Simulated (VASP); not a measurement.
Input of a VASP 6.6.1 run:

Contents of INCAR:

```
SYSTEM = As
PREC = Accurate
ENCUT = 600
EDIFF = 1E-6
ISMEAR = 0
SIGMA = 0.1
LREAL = .False.
LASPH = .True.
NELM = 100
ALGO = Normal
ISIF = 3
LWAVE = .False.
LCHARG = .False.
GGA = PE
IBRION = 2
NSW = 100
EDIFFG = -0.01
```

The input KPOINTS:

```
Automatic mesh
0
Gamma
  12 12 8
  0 0 0
```

POSCAR

```
As
1.0
    4.6154885701      0.0000000000      0.0000000000
   -2.3077442850      3.9971303525      0.0000000000
    0.0000000000      0.0000000000      5.7580954540
As
4
Direct
    0.3333333333      0.6666666667      0.4656592468
    0.6666666667      0.3333333333      0.9656592468
    0.6666666667      0.3333333333      0.5343407532
    0.3333333333      0.6666666667      0.0343407532
```

Potentials or basis: VASP PAW PBE potentials, release 64 (As).

Launch:

```sh
$ cat potpaw_PBE.64/As/POTCAR > POTCAR
$ mpirun -np 1 vasp_std > vasp.out
```

Predict the band gap on the k mesh.

zero (bands 10 and 11 overlap by 0.68 eV).

What does it give for the relaxed cell?

a = 4.618 Å, b = 4.618 Å, c = 5.847 Å, α = 90.00°, β = 90.00°, γ = 120.00°.

The path:
```tsv
step	energy change (eV)	largest force (eV/Å)	pressure (GPa)	volume (Å³)
1	0.0000	0.0189	0.50	106.23
2	-0.0027	0.0990	-0.13	107.51
3	-0.0029	0.0752	0.00	107.24
4	-0.0038	0.0557	-0.01	107.42
5	-0.0050	0.0044	-0.01	107.97
6	-0.0050	0.0059	0.00	107.99
7	-0.0050	0.0093	-0.02	108.02
8	-0.0050	0.0048	0.00	107.99
9	-0.0051	0.0023	-0.01	108.01
```
